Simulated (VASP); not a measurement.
# Cu12H in VASP: single point with PBE+D3(BJ)

Aim: the single point of Cu12H with PBE+D3(BJ).

All numbers are computed with VASP 6.6.1; they aren't measurements. Logs are shortened: lines on timing, memory, paths and dates and some standing lists are left out, and cuts for length are marked.

## Step 1: The cell of the first run

The cell holds a slab with vacuum, 13 atoms: a = 5.038 Å, b = 5.038 Å, c = 20.662 Å, α = 90.00°, β = 90.00°, γ = 90.00°.

## Step 2: Single point, PBE+D3(BJ)

INCAR reads:

```
ALGO = Normal ; DIPOL = 0.5 0.5 0.297
EDIFF = 1E-7 ; ENCUT = 520
GGA = PE ; IDIPOL = 3
ISIF = 2 ; ISMEAR = 0
IVDW = 12 ; LASPH = T
LCHARG = T ; LDIPOL = T
LELF = T ; LREAL = F
LVACPOTAV = T ; LVHAR = T
LWAVE = F ; NBANDS = 78
NELM = 100 ; PREC = Accurate
SIGMA = 0.1
```

KPOINTS reads:

```
k-points
0
Gamma
  5 5 1
```

POSCAR reads:

```
Cu12H
1.0
    5.0378287988      0.0000000000      0.0000000000
    0.0000000000      5.0378287988      0.0000000000
    0.0000000000      0.0000000000     20.6622829064
Cu H
12 1
Direct
    0.2500000000      0.2500000000      0.1935894508
    0.2500000000      0.7500000000      0.1935894508
    0.7500000000      0.2500000000      0.1935894508
    0.7500000000      0.7500000000      0.1935894508
    0.0000000000      0.0000000000      0.2797919997
    0.0000000000      0.5000000000      0.2797919997
    0.5000000000      0.0000000000      0.2797919997
    0.5000000000      0.5000000000      0.2797919997
    0.2500000000      0.2500000000      0.3659945486
    0.2500000000      0.7500000000      0.3659945486
    0.7500000000      0.2500000000      0.3659945486
    0.7500000000      0.7500000000      0.3659945486
    0.2500000000      0.4166666667      0.5015071642
```

Potentials or basis: VASP PAW PBE potentials, release 64 (Cu, H).

The run is started by

```console
cat potpaw_PBE.64/Cu/POTCAR potpaw_PBE.64/H/POTCAR > POTCAR
mpirun -np 1 vasp_std > vasp.out
```

OUTCAR:

```text
EDIFF = 1E-7
   ENCUT = 520
   GGA = PE
   ISIF = 2
   ISMEAR = 0
   IVDW = 12
   LASPH = T
   LREAL = F
   NELM = 100
   PREC = Accurate
 IVDW          = 12

 ion  position               nearest neighbor table
   1  0.250  0.250  0.194-   5 2.52   6 2.52   7 2.52   8 2.52   2 2.52   3 2.52   2 2.52   3 2.52

   2  0.250  0.750  0.194-   5 2.52   6 2.52   7 2.52   8 2.52   1 2.52   4 2.52   1 2.52   4 2.52

   3  0.750  0.250  0.194-   5 2.52   6 2.52   7 2.52   8 2.52   1 2.52   4 2.52   4 2.52   1 2.52
[... 15 lines left out ...]
  11  0.750  0.250  0.366-   5 2.52   6 2.52   7 2.52   8 2.52   9 2.52  12 2.52  12 2.52   9 2.52

  12  0.750  0.750  0.366-   5 2.52   6 2.52   7 2.52   8 2.52  10 2.52  11 2.52  11 2.52  10 2.52

  13  0.250  0.417  0.502-

  LATTYP: Found a simple tetragonal cell.
 ALAT       =     5.0378287988
 C/A-ratio  =     4.1014261762

  Lattice vectors:

 A1 = (   5.0378287988,   0.0000000000,   0.0000000000)
 A2 = (   0.0000000000,   5.0378287988,   0.0000000000)
 A3 = (   0.0000000000,   0.0000000000,  20.6622829064)

Analysis of symmetry for initial positions (statically):
=====================================================================
 Subroutine PRICEL returns:
 Original cell was already a primitive cell.

 Routine SETGRP: Setting up the symmetry group for a
 simple tetragonal supercell.

 Subroutine GETGRP returns: Found  2 space group operations
 (whereof  1 operations were pure point group operations)
 out of a pool of 16 trial point group operations.

The static configuration has the point symmetry C_1 .
 The point group associated with its full space group is C_1h.

Analysis of symmetry for dynamics (positions and initial velocities):
=====================================================================
 Subroutine PRICEL returns:
 Original cell was already a primitive cell.

 Routine SETGRP: Setting up the symmetry group for a
 simple tetragonal supercell.

 Subroutine GETGRP returns: Found  2 space group operations
 (whereof  1 operations were pure point group operations)
 out of a pool of 16 trial point group operations.

The dynamic configuration has the point symmetry C_1 .
 The point group associated with its full space group is C_1h.

 Subroutine INISYM returns: Found  2 space group operations
 (whereof  1 operations are pure point group operations),
 and found     1 'primitive' translations

----------------------------------------------------------------------------------------

                                     Primitive cell

  volume of cell :     524.4029

  direct lattice vectors                    reciprocal lattice vectors
     5.037828799  0.000000000  0.000000000     0.198498210  0.000000000  0.000000000
     0.000000000  5.037828799  0.000000000     0.000000000  0.198498210  0.000000000
     0.000000000  0.000000000 20.662282906     0.000000000  0.000000000  0.048397363

  length of vectors
     5.037828799  5.037828799 20.662282906     0.198498210  0.198498210  0.048397363

  position of ions in fractional coordinates (direct lattice)
     0.250000000  0.250000000  0.193589451
     0.250000000  0.750000000  0.193589451
     0.750000000  0.250000000  0.193589451
     0.750000000  0.750000000  0.193589451
     0.000000000  0.000000000  0.279792000
     0.000000000  0.500000000  0.279792000
     0.500000000  0.000000000  0.279792000
     0.500000000  0.500000000  0.279792000
     0.250000000  0.250000000  0.365994549
     0.250000000  0.750000000  0.365994549
     0.750000000  0.250000000  0.365994549
     0.750000000  0.750000000  0.365994549
     0.250000000  0.416666667  0.501507164

  ion indices of the primitive-cell ions
   primitive index   ion index
                 1           1
                 2           2
                 3           3
                 4           4
                 5           5
                 6           6
                 7           7
                 8           8
                 9           9
                10          10
                11          11
                12          12
                13          13

----------------------------------------------------------------------------------------

 KPOINTS: k-points

Automatic generation of k-mesh.
 Grid dimensions read from file:
 generate k-points for:    5    5    1

 Generating k-lattice:

  Cartesian coordinates                     Fractional coordinates (reciprocal lattice)
     0.039699642  0.000000000  0.000000000     0.200000000  0.000000000  0.000000000
     0.000000000  0.039699642  0.000000000     0.000000000  0.200000000  0.000000000
     0.000000000  0.000000000  0.048397363     0.000000000  0.000000000  1.000000000

  Length of vectors
     0.039699642  0.039699642  0.048397363

  Shift w.r.t. Gamma in fractional coordinates (k-lattice)
     0.000000000  0.000000000  0.000000000

 Subroutine IBZKPT returns following result:
 ===========================================

 Found      9 irreducible k-points:

 Following reciprocal coordinates:
            Coordinates               Weight
  0.000000  0.000000  0.000000      1.000000
  0.200000  0.000000  0.000000      2.000000
  0.000000  0.200000  0.000000      2.000000
  0.400000  0.000000  0.000000      2.000000
  0.000000  0.400000  0.000000      2.000000
  0.200000  0.200000  0.000000      4.000000
  0.400000  0.200000  0.000000      4.000000
 -0.200000  0.400000  0.000000      4.000000
  0.400000  0.400000  0.000000      4.000000
   k-points           NKPTS =      9   k-points in BZ     NKDIM =      9   number of bands    NBANDS=     78
   number of dos      NEDOS =    301   number of ions     NIONS =     13
   total plane-waves  NPLWV = 256000
   dimension x,y,z NGX =    40 NGY =   40 NGZ =  160
   dimension x,y,z NGXF=    80 NGYF=   80 NGZF=  320
   ions per type =              12   1
   NGX,Y,Z   is equivalent  to a cutoff of  13.20, 13.20, 12.87 a.u.
   NGXF,Y,Z  is equivalent  to a cutoff of  26.40, 26.40, 25.75 a.u.
 SYSTEM =  unknown system
   PREC   = accura    normal or accurate (medium, high low for compatibility)
   ISTART =      0    job   : 0-new  1-cont  2-samecut
   ICHARG =      2    charge: 1-file 2-atom 10-const
   ISPIN  =      1    spin polarized calculation?
   LNONCOLLINEAR =      F non collinear calculations
   LSORBIT =      F    spin-orbit coupling
   LASPH  =      T    aspherical Exc in radial PAW
   ENCUT  =  520.0 eV  38.22 Ry    6.18 a.u.   9.37  9.37 38.42*2*pi/ulx,y,z
   NELM   =    100;   NELMIN=  2; NELMDL= -5     # of ELM steps
   EDIFF  = 0.1E-06   stopping-criterion for ELM
   LREAL  =      F    real-space projection
   EDIFFG = 0.1E-05   stopping-criterion for IOM
   NSW    =      0    number of steps for IOM
   IBRION =     -1    ionic relax: 0-MD 1-quasi-New 2-CG
   NFREE  =      0    steps in history (QN), initial steepest desc. (CG)
   ISIF   =      2    stress and relaxation
   ISYM   =      2    0-nonsym 1-usesym 2-fastsym
   POTIM  = 0.5000    time-step for ionic-motion
   TEBEG  =    0.0;   TEEND  =   0.0 temperature during run
   PSTRESS=    0.0 pullay stress
   NELECT =     133.0000    total number of electrons
   NUPDOWN=      -1.0000    fix difference up-down
   EMIN   =  10.00;   EMAX   =-10.00  energy-range for DOS
   EFERMI =   0.00;   METHOD = LEGACY
   ISMEAR =     0;   SIGMA  =   0.10  broadening in eV -4-tet -1-fermi 0-gaus
   EFERMI_NEDOS =   21; number of points for ismear=-14 and -15
   IALGO  =     38    algorithm
   IMIX   =      4    mixing-type and parameters
     AMIX     =   0.40;   BMIX     =  1.00
     AMIX_MAG =   1.60;   BMIX_MAG =  1.00
  volume/ion in A,a.u.               =      40.34       272.22
  Fermi-wavevector in a.u.,A,eV,Ry     =   1.036264  1.958255 14.610517  1.073843
  Thomas-Fermi vector in A             =   2.170646
   LORBIT       =      0    0 simple, 1 ext, 2 COOP (PROOUT), +10 PAW based schemes
   GGA     = PE    functional components
   LHFCALC =     F    Hartree Fock is set to
   AEXX    =    0.0000 exact exchange contribution
   IVDW    =    12    specifies the selected vdW correction
   LEPSILON=     F    determine dielectric tensor
   LRPA    =     F    only Hartree local field effects (RPA)
 non-spin polarized calculation
 Gauss-broadening in eV      SIGMA  =   0.10
  energy-cutoff  :      520.00
  volume of cell :      524.40
 maximum number of plane-waves:     14177
 NGX is ok and might be reduce to    40
   NGX = 19   NGY = 19   NGZ = 77

 dipolmoment           0.000000      0.000000     -0.158076 electrons x Angstroem

 number of electron     132.9999975 magnetization

 dipolmoment           0.000000      0.000000      0.230581 electrons x Angstroem

 Free energy of the ion-electron system (eV)
  ---------------------------------------------------
  ext. energy  EPLUGINS =         0.00000000
  ---------------------------------------------------
  free energy    TOTEN  =       -41.08744636 eV

  energy without entropy =      -41.06785818  energy(sigma->0) =      -41.07765227

 E-fermi :  -1.7282     XC(G=0):  -4.5449

 val. band max:       -1.7533536388   @ k =   0.4000   0.4000   0.0000
 cond. band min:      -1.6948473686   @ k =   0.0000   0.0000   0.0000
 fundamental gap:      0.0585062702
 Fermi energy:        -1.7282453058

 k-point     1 :       0.0000    0.0000    0.0000
  band No.  band energies     occupation
      1     -10.3252      2.00000
      2      -7.7528      2.00000
      3      -6.7203      2.00000
      4      -6.7203      2.00000
      5      -6.5570      2.00000
      6      -6.4767      2.00000
[... 718 lines left out ...]
     77       4.4392      0.00000
     78       4.4746      0.00000

------------------------ aborting loop because EDIFF is reached ----------------------------------------

 Edisp (eV)   -4.44627

 E8    (eV) :    -1.9996

  FORCE on cell =-STRESS in cart. coord.  units (eV):
  Direction    XX          YY          ZZ          XY          YZ          ZX
  --------------------------------------------------------------------------------------
  -------------------------------------------------------------------------------------
  Total      -4.97467    -5.08300    -2.82141     0.00000    -0.11255     0.00000
  in kB     -15.19882   -15.52979    -8.62008     0.00000    -0.34386     0.00000
  external pressure =      -13.12 kB  Pullay stress =        0.00 kB

 VOLUME and BASIS-vectors are now :
 -----------------------------------------------------------------------------
  energy-cutoff  :      520.00
  volume of cell :      524.40
      direct lattice vectors                 reciprocal lattice vectors
     5.037828799  0.000000000  0.000000000     0.198498210  0.000000000  0.000000000
     0.000000000  5.037828799  0.000000000     0.000000000  0.198498210  0.000000000
     0.000000000  0.000000000 20.662282906     0.000000000  0.000000000  0.048397363

 POSITION                                       TOTAL-FORCE (eV/Angst)
 -----------------------------------------------------------------------------------
      1.25946      1.25946      4.00000         0.000000      0.025484     -0.027963
      1.25946      3.77837      4.00000         0.000000     -0.024750     -0.034885
      3.77837      1.25946      4.00000         0.000000      0.026317     -0.040543
      3.77837      3.77837      4.00000         0.000000     -0.025542     -0.046936
      0.00000      0.00000      5.78114         0.048183      0.010852      0.030977
      0.00000      2.51891      5.78114        -0.006337     -0.010151     -0.042322
      2.51891      0.00000      5.78114        -0.048183      0.010852      0.030977
      2.51891      2.51891      5.78114         0.006337     -0.010151     -0.042322
      1.25946      1.25946      7.56228         0.000000      0.162186      0.731076
      1.25946      3.77837      7.56228         0.000000     -0.130860      0.368483
      3.77837      1.25946      7.56228         0.000000      0.002461      0.168654
      3.77837      3.77837      7.56228         0.000000      0.000635      0.073957
      1.25946      2.09910     10.36228         0.000000     -0.037333     -1.169153
 -----------------------------------------------------------------------------------
    total drift:                               -0.000000     -0.000040     -0.000097

  FREE ENERGIE OF THE ION-ELECTRON SYSTEM (eV)
  ---------------------------------------------------
  free  energy   TOTEN  =       -45.5337123336 eV

  energy  without entropy=      -45.5141241547  energy(sigma->0) =      -45.52391824

 vacuum level on the upper side and lower side of the slab         4.434         2.790
```

Run time: 23 min. Hardware: 1 thread of Intel Xeon 6975P-C, shared host; peak memory 0.7 GiB.

What came out:

* Free energy: -45.5337 eV
* Largest force: 1.170 eV/Å
* Dispersion energy per atom: -0.342 eV

Forces on the atoms (eV/Å):
```
Cu   0.000  0.025 -0.028
Cu   0.000 -0.025 -0.035
Cu   0.000  0.026 -0.041
Cu   0.000 -0.026 -0.047
Cu   0.048  0.011  0.031
Cu  -0.006 -0.010 -0.042
Cu  -0.048  0.011  0.031
Cu   0.006 -0.010 -0.042
Cu   0.000  0.162  0.731
Cu   0.000 -0.131  0.368
Cu   0.000  0.002  0.169
Cu   0.000  0.001  0.074
H    0.000 -0.037 -1.169
```
